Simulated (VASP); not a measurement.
# ZnS (P6_3mc) in VASP: further runs

ZnS is run at these levels: LDA, BLYP+D3(BJ); tasks: single point.

All numbers are computed with VASP 6.6.1; they aren't measurements. Logs are shortened: lines on timing, memory, paths and dates and some standing lists are left out, and cuts for length are marked.

### Step 1. The cell of the first run

It takes space group P6_3mc (No. 186, hexagonal). The conventional cell has a = 3.837 Å, b = 3.837 Å, c = 18.814 Å, α = 90.00°, β = 90.00°, γ = 120.00°. Zn (site symmetry 3m) has 4 S at 2.35 Å within 3.1 Å. Zn (site symmetry 3m) has 4 S at 2.35 Å within 3.1 Å. Zn (site symmetry 3m) has 4 S at 2.35 Å within 3.1 Å. S (site symmetry 3m) has 4 Zn at 2.35 Å within 3.1 Å. S (site symmetry 3m) has 4 Zn at 2.35 Å within 3.1 Å. S (site symmetry 3m) has 4 Zn at 2.35 Å within 3.1 Å.

### Step 2. Single point, LDA

File INCAR:

```
  PREC = Accurate
  ENCUT = 520
  EDIFF = 1E-6
  ISMEAR = -1
  SIGMA = 0.05
  LREAL = F
  LASPH = T
  NELM = 100
  ALGO = Normal
  ISIF = 2
  LWAVE = F
  LCHARG = F
  NBANDS = 66
```

File KPOINTS:

```
regular mesh
0
Gamma
  8 8 2
```

File POSCAR:

```
ZnS
1.0
    3.8372457688      0.0000000000      0.0000000000
   -1.9186228844      3.3231523164      0.0000000000
    0.0000000000      0.0000000000     18.8137683755
Zn S
6 6
Direct
    0.3333333333      0.6666666667      0.8333300000
    0.6666666667      0.3333333333      0.3333300000
    0.6666666667      0.3333333333      0.6666700000
    0.3333333333      0.6666666667      0.1666700000
    0.0000000000      0.0000000000      0.5000000000
    0.0000000000      0.0000000000      0.0000000000
    0.3333333333      0.6666666667      0.9583300000
    0.6666666667      0.3333333333      0.4583300000
    0.6666666667      0.3333333333      0.7916700000
    0.3333333333      0.6666666667      0.2916700000
    0.0000000000      0.0000000000      0.6250000000
    0.0000000000      0.0000000000      0.1250000000
```

Potentials or basis: VASP PAW LDA potentials, release 64 (Zn, S).

The run is started by

```console
$ cat potpaw_LDA.64/Zn/POTCAR potpaw_LDA.64/S/POTCAR > POTCAR
$ mpirun -np 1 vasp_std > vasp.out
```

OUTCAR:

```text
PREC = Accurate
   ENCUT = 520
   EDIFF = 1E-6
   ISMEAR = -1
   LREAL = F
   LASPH = T
   NELM = 100
   ISIF = 2

 ion  position               nearest neighbor table
   1  0.333  0.667  0.833-   9 2.35   9 2.35   9 2.35   7 2.35
   2  0.667  0.333  0.333-  10 2.35  10 2.35  10 2.35   8 2.35
   3  0.667  0.333  0.667-  11 2.35  11 2.35  11 2.35   9 2.35
   4  0.333  0.667  0.167-  12 2.35  12 2.35  12 2.35  10 2.35
   5  0.000  0.000  0.500-   8 2.35   8 2.35   8 2.35  11 2.35
   6  0.000  0.000  0.000-   7 2.35   7 2.35   7 2.35  12 2.35
   7  0.333  0.667  0.958-   6 2.35   6 2.35   6 2.35   1 2.35
   8  0.667  0.333  0.458-   5 2.35   5 2.35   5 2.35   2 2.35
   9  0.667  0.333  0.792-   1 2.35   1 2.35   1 2.35   3 2.35
  10  0.333  0.667  0.292-   2 2.35   2 2.35   2 2.35   4 2.35
  11  0.000  0.000  0.625-   3 2.35   3 2.35   3 2.35   5 2.35
  12  0.000  0.000  0.125-   4 2.35   4 2.35   4 2.35   6 2.35

  LATTYP: Found a hexagonal cell.
 ALAT       =     3.8372457688
 C/A-ratio  =     4.9029354670

  Lattice vectors:

 A1 = (   3.8372457688,   0.0000000000,   0.0000000000)
 A2 = (  -1.9186228844,   3.3231523164,   0.0000000000)
 A3 = (   0.0000000000,   0.0000000000,  18.8137683755)

Analysis of symmetry for initial positions (statically):
=====================================================================
 Subroutine PRICEL returns:
 Original cell was already a primitive cell.

 Routine SETGRP: Setting up the symmetry group for a
 hexagonal supercell.

 Subroutine GETGRP returns: Found 12 space group operations
 (whereof  6 operations were pure point group operations)
 out of a pool of 24 trial point group operations.

The static configuration has the point symmetry C_3v.
 The point group associated with its full space group is C_6v.

Analysis of symmetry for dynamics (positions and initial velocities):
=====================================================================
 Subroutine PRICEL returns:
 Original cell was already a primitive cell.

 Routine SETGRP: Setting up the symmetry group for a
 hexagonal supercell.

 Subroutine GETGRP returns: Found 12 space group operations
 (whereof  6 operations were pure point group operations)
 out of a pool of 24 trial point group operations.

The dynamic configuration has the point symmetry C_3v.
 The point group associated with its full space group is C_6v.

 Subroutine INISYM returns: Found 12 space group operations
 (whereof  6 operations are pure point group operations),
 and found     1 'primitive' translations

----------------------------------------------------------------------------------------

                                     Primitive cell

  volume of cell :     239.9085

  direct lattice vectors                    reciprocal lattice vectors
     3.837245769  0.000000000  0.000000000     0.260603584  0.150459549  0.000000000
    -1.918622884  3.323152316  0.000000000     0.000000000  0.300919099  0.000000000
     0.000000000  0.000000000 18.813768376     0.000000000  0.000000000  0.053152563

  length of vectors
     3.837245769  3.837245769 18.813768376     0.300919099  0.300919099  0.053152563

  position of ions in fractional coordinates (direct lattice)
     0.333333333  0.666666667  0.833330000
     0.666666667  0.333333333  0.333330000
     0.666666667  0.333333333  0.666670000
     0.333333333  0.666666667  0.166670000
     0.000000000  0.000000000  0.500000000
     0.000000000  0.000000000  0.000000000
     0.333333333  0.666666667  0.958330000
     0.666666667  0.333333333  0.458330000
     0.666666667  0.333333333  0.791670000
     0.333333333  0.666666667  0.291670000
     0.000000000  0.000000000  0.625000000
     0.000000000  0.000000000  0.125000000

  ion indices of the primitive-cell ions
   primitive index   ion index
                 1           1
                 2           2
                 3           3
                 4           4
                 5           5
                 6           6
                 7           7
                 8           8
                 9           9
                10          10
                11          11
                12          12

----------------------------------------------------------------------------------------

 KPOINTS: regular mesh

Automatic generation of k-mesh.
 Grid dimensions read from file:
 generate k-points for:    8    8    2

 Generating k-lattice:

  Cartesian coordinates                     Fractional coordinates (reciprocal lattice)
     0.032575448  0.018807444  0.000000000     0.125000000  0.000000000  0.000000000
     0.000000000  0.037614887  0.000000000     0.000000000  0.125000000  0.000000000
     0.000000000  0.000000000  0.026576281     0.000000000  0.000000000  0.500000000

  Length of vectors
     0.037614887  0.037614887  0.026576281

  Shift w.r.t. Gamma in fractional coordinates (k-lattice)
     0.000000000  0.000000000  0.000000000

 Subroutine IBZKPT returns following result:
 ===========================================

 Found     20 irreducible k-points:

 Following reciprocal coordinates:
            Coordinates               Weight
  0.000000  0.000000  0.000000      1.000000
  0.125000  0.000000  0.000000      6.000000
  0.250000  0.000000  0.000000      6.000000
  0.375000  0.000000  0.000000      6.000000
  0.500000  0.000000  0.000000      3.000000
  0.125000  0.125000  0.000000      6.000000
[... 12 lines left out ...]
  0.250000  0.250000  0.500000      6.000000
  0.375000  0.250000  0.500000      6.000000
   k-points           NKPTS =     20   k-points in BZ     NKDIM =     20   number of bands    NBANDS=     66
   number of dos      NEDOS =    301   number of ions     NIONS =     12
   total plane-waves  NPLWV = 126000
   dimension x,y,z NGX =    30 NGY =   30 NGZ =  140
   dimension x,y,z NGXF=    60 NGYF=   60 NGZF=  280
   ions per type =               6   6
   NGX,Y,Z   is equivalent  to a cutoff of  13.00, 13.00, 12.37 a.u.
   NGXF,Y,Z  is equivalent  to a cutoff of  25.99, 25.99, 24.74 a.u.
 SYSTEM =  unknown system
   PREC   = accura    normal or accurate (medium, high low for compatibility)
   ISTART =      0    job   : 0-new  1-cont  2-samecut
   ICHARG =      2    charge: 1-file 2-atom 10-const
   ISPIN  =      1    spin polarized calculation?
   LNONCOLLINEAR =      F non collinear calculations
   LSORBIT =      F    spin-orbit coupling
   LASPH  =      T    aspherical Exc in radial PAW
   ENCUT  =  520.0 eV  38.22 Ry    6.18 a.u.   7.13  7.13 34.98*2*pi/ulx,y,z
   NELM   =    100;   NELMIN=  2; NELMDL= -5     # of ELM steps
   EDIFF  = 0.1E-05   stopping-criterion for ELM
   LREAL  =      F    real-space projection
   EDIFFG = 0.1E-04   stopping-criterion for IOM
   NSW    =      0    number of steps for IOM
   IBRION =     -1    ionic relax: 0-MD 1-quasi-New 2-CG
   NFREE  =      0    steps in history (QN), initial steepest desc. (CG)
   ISIF   =      2    stress and relaxation
   ISYM   =      2    0-nonsym 1-usesym 2-fastsym
   POTIM  = 0.5000    time-step for ionic-motion
   TEBEG  =    0.0;   TEEND  =   0.0 temperature during run
   PSTRESS=    0.0 pullay stress
   NELECT =     108.0000    total number of electrons
   NUPDOWN=      -1.0000    fix difference up-down
   EMIN   =  10.00;   EMAX   =-10.00  energy-range for DOS
   EFERMI =   0.00;   METHOD = LEGACY
   ISMEAR =    -1;   SIGMA  =   0.05  broadening in eV -4-tet -1-fermi 0-gaus
   EFERMI_NEDOS =   21; number of points for ismear=-14 and -15
   IALGO  =     38    algorithm
   IMIX   =      4    mixing-type and parameters
     AMIX     =   0.40;   BMIX     =  1.00
     AMIX_MAG =   1.60;   BMIX_MAG =  1.00
  volume/ion in A,a.u.               =      19.99       134.92
  Fermi-wavevector in a.u.,A,eV,Ry     =   1.254684  2.371008 21.418710  1.574231
  Thomas-Fermi vector in A             =   2.388477
   LORBIT       =      0    0 simple, 1 ext, 2 COOP (PROOUT), +10 PAW based schemes
   GGA     = CA    functional components
   LHFCALC =     F    Hartree Fock is set to
   AEXX    =    0.0000 exact exchange contribution
   IVDW    =     0    specifies the selected vdW correction
   LEPSILON=     F    determine dielectric tensor
   LRPA    =     F    only Hartree local field effects (RPA)
 non-spin polarized calculation
  energy-cutoff  :      520.00
  volume of cell :      239.91
 maximum number of plane-waves:      6502
 NGX is ok and might be reduce to    30
   NGX = 15   NGY = 15   NGZ = 69

 number of electron     108.0000069 magnetization

 Free energy of the ion-electron system (eV)
  ---------------------------------------------------
  ext. energy  EPLUGINS =         0.00000000
  ---------------------------------------------------
  free energy    TOTEN  =       -48.95746989 eV

  energy without entropy =      -48.95746989  energy(sigma->0) =      -48.95746989

 E-fermi :   2.7726     XC(G=0):  -9.9763

 val. band max:        1.8053673432   @ k =   0.0000   0.0000   0.0000
 cond. band min:       3.6576448866   @ k =   0.0000   0.0000   0.0000
 fundamental gap:      1.8522775434
 Fermi energy:         2.7726410309

 k-point     1 :       0.0000    0.0000    0.0000
  band No.  band energies     occupation
      1     -11.2185      2.00000
      2     -11.0190      2.00000
      3     -11.0114      2.00000
      4     -10.5587      2.00000
      5     -10.5509      2.00000
      6     -10.2888      2.00000
[... 58 lines left out ...]
     65       8.1311      0.00000
     66       8.2486      0.00000

 k-point     2 :       0.1250    0.0000    0.0000
  band No.  band energies     occupation
      1     -11.1143      2.00000
      2     -10.9231      2.00000
      3     -10.9155      2.00000
      4     -10.4853      2.00000
      5     -10.4776      2.00000
      6     -10.2316      2.00000
[... 58 lines left out ...]
     65       8.2667      0.00000
     66       8.3065      0.00000

 k-point     3 :       0.2500    0.0000    0.0000
  band No.  band energies     occupation
      1     -10.8347      2.00000
      2     -10.6705      2.00000
      3     -10.6628      2.00000
      4     -10.3036      2.00000
      5     -10.2963      2.00000
      6     -10.0985      2.00000
[... 1162 lines left out ...]
     65       8.0920      0.00000
     66       8.0920      0.00000

 k-point    20 :       0.3750    0.2500    0.5000
  band No.  band energies     occupation
      1     -10.1309      2.00000
      2     -10.1309      2.00000
      3     -10.0691      2.00000
      4     -10.0691      2.00000
      5     -10.0112      2.00000
      6     -10.0112      2.00000
[... 58 lines left out ...]
     65       8.2342      0.00000
     66       8.2342      0.00000

------------------------ aborting loop because EDIFF is reached ----------------------------------------

  FORCE on cell =-STRESS in cart. coord.  units (eV):
  Direction    XX          YY          ZZ          XY          YZ          ZX
  --------------------------------------------------------------------------------------
  -------------------------------------------------------------------------------------
  Total       -7.7102265     -7.7102265     -7.6326387      0.0000000      0.0000000      0.0000000
  in kB      -51.4910870    -51.4910870    -50.9729337      0.0000000      0.0000000      0.0000000
  external PRESSURE =     -51.3183692 kB  Pullay stress =       0.0000000 kB

 VOLUME and BASIS-vectors are now :
 -----------------------------------------------------------------------------
  energy-cutoff  :      520.00
  volume of cell :      239.91
      direct lattice vectors                 reciprocal lattice vectors
     3.837245769  0.000000000  0.000000000     0.260603584  0.150459549  0.000000000
    -1.918622884  3.323152316  0.000000000     0.000000000  0.300919099  0.000000000
     0.000000000  0.000000000 18.813768376     0.000000000  0.000000000  0.053152563

 POSITION                                       TOTAL-FORCE (eV/Angst)
 -----------------------------------------------------------------------------------
     -0.00000      2.21543     15.67808         0.000000     -0.000000     -0.000321
      1.91862      1.10772      6.27119         0.000000     -0.000000     -0.000321
      1.91862      1.10772     12.54257        -0.000000      0.000000      0.010710
     -0.00000      2.21543      3.13569         0.000000      0.000000      0.010710
      0.00000      0.00000      9.40688         0.000000      0.000000     -0.007204
      0.00000      0.00000      0.00000        -0.000000      0.000000     -0.007204
     -0.00000      2.21543     18.02980         0.000000      0.000000     -0.025073
      1.91862      1.10772      8.62291        -0.000000      0.000000     -0.025073
      1.91862      1.10772     14.89430         0.000000      0.000000     -0.005733
     -0.00000      2.21543      5.48741        -0.000000     -0.000000     -0.005733
      0.00000      0.00000     11.75861         0.000000      0.000000      0.027621
      0.00000      0.00000      2.35172        -0.000000      0.000000      0.027621
 -----------------------------------------------------------------------------------
    total drift:                               -0.000000     -0.000001     -0.000053

  FREE ENERGIE OF THE ION-ELECTRON SYSTEM (eV)
  ---------------------------------------------------
  free  energy   TOTEN  =       -48.9574698941 eV

  energy  without entropy=      -48.9574698935  energy(sigma->0) =      -48.95746989
```

It took 7.8 min on 1 thread of Intel Xeon Platinum 8259CL at 2.50GHz (Skylake/Cascade Lake), shared host; peak memory 0.4 GiB.

Results:

```
Free energy            : -48.9575 eV
Pressure               : -5.1 GPa
Largest force          : 0.028 eV/Å
Band gap on the k mesh : 1.85 eV
```

Forces in eV/Å, atoms in the order of the input:
```
Zn   0.000  0.000  0.000
Zn   0.000  0.000  0.000
Zn   0.000  0.000  0.011
Zn   0.000  0.000  0.011
Zn   0.000  0.000 -0.007
Zn   0.000  0.000 -0.007
S    0.000  0.000 -0.025
S    0.000  0.000 -0.025
S    0.000  0.000 -0.006
S    0.000  0.000 -0.006
S    0.000  0.000  0.028
S    0.000  0.000  0.028
```

Levels at points of the mesh, in eV from the valence-band top:
```tsv
k point	band 50	band 51	band 52	band 53	band 54	band 55	band 56	band 57	band 58	band 59
(0.00, 0.00, 0.00)	-0.24	-0.24	-0.02	0.00	0.00	1.85	2.96	3.02	3.10	3.10
(0.50, 0.00, 0.00)	-1.48	-1.25	-1.24	-1.08	-0.86	3.22	3.37	3.42	3.67	3.85
(0.00, 0.00, 0.50)	-0.46	-0.07	-0.07	-0.07	-0.07	2.36	2.36	3.04	3.04	3.28
(0.50, 0.00, 0.50)	-1.59	-1.20	-1.20	-0.97	-0.97	3.16	3.16	3.66	3.66	3.95
```

Caveat: the cell stands under tension. LDA gaps usually lie below the measured ones, often by a third to a half.

### Step 3. Single point, BLYP+D3(BJ)

This run uses another cell than the first one, of 19.21 Å³/atom.

File INCAR:

```
SYSTEM = ZnS
PREC = Accurate ; ENCUT = 520
EDIFF = 1E-6 ; ISMEAR = -1
SIGMA = 0.05 ; LREAL = .FALSE.
LASPH = .TRUE. ; NELM = 100
ALGO = Normal ; ISIF = 2
LWAVE = .FALSE. ; LCHARG = .FALSE.
GGA = B5 ; ALDAX = 1.0
AGGAX = 1.0 ; AGGAC = 1.0
ALDAC = 0.0 ; IVDW = 12
VDW_S6 = 1.0 ; VDW_S8 = 2.6996
VDW_A1 = 0.4298 ; VDW_A2 = 4.2359
NBANDS = 66
```

File KPOINTS:

```
Automatic mesh
0
G
  8 8 2
  0 0 0
```

Changes to POSCAR since step 2:

```diff
@@ -2,5 +2,5 @@
 1.0
-    3.8372457688      0.0000000000      0.0000000000
-   -1.9186228844      3.3231523164      0.0000000000
-    0.0000000000      0.0000000000     18.8137683755
+    3.7864153365      0.0000000000      0.0000000000
+   -1.8932076683      3.2791318707      0.0000000000
+    0.0000000000      0.0000000000     18.5645500459
 Zn S
```

Potentials or basis: VASP PAW PBE potentials, release 64 (Zn, S).

The run is started by

```console
$ cat potpaw_PBE.64/Zn/POTCAR potpaw_PBE.64/S/POTCAR > POTCAR
$ mpirun -np 1 vasp_std > vasp.out
```

Run time: 7.1 min. Hardware: 1 thread of Intel Xeon Platinum 8559C (Emerald Rapids), shared host; peak memory 0.45 GiB.

It converged, with:

* Free energy: -42.6473 eV
* Pressure: 1.5 GPa
* Largest force: 0.052 eV/Å
* Band gap on the k mesh: 2.28 eV
* Dispersion energy per atom: -0.687 eV

Forces in eV/Å, atoms in the order of the input:
```
Zn   0.000  0.000  0.003
Zn   0.000  0.000  0.003
Zn   0.000  0.000  0.037
Zn   0.000  0.000  0.037
Zn   0.000  0.000 -0.006
Zn   0.000  0.000 -0.006
S    0.000  0.000 -0.052
S    0.000  0.000 -0.052
S    0.000  0.000 -0.008
S    0.000  0.000 -0.008
S    0.000  0.000  0.025
S    0.000  0.000  0.025
```

Stress tensor (GPa, compression positive):
```
1.40 0.00 0.00
0.00 1.40 0.00
0.00 0.00 1.57
```

Levels at points of the mesh, in eV from the valence-band top:
```csv
k point,band 51,band 52,band 53,band 54,band 55,band 56,band 57,band 58
"(0.00, 0.00, 0.00)",-0.25,-0.02,0.00,0.00,2.28,3.29,3.35,3.41
"(0.50, 0.00, 0.00)",-1.29,-1.29,-1.11,-0.90,3.51,3.64,3.71,3.97
"(0.00, 0.00, 0.50)",-0.07,-0.07,-0.07,-0.07,2.75,2.75,3.34,3.34
"(0.50, 0.00, 0.50)",-1.24,-1.24,-1.01,-1.01,3.45,3.45,3.92,3.92
```

Caveat: the PAW data sets were made with another functional, which shifts forces and pressure a little.
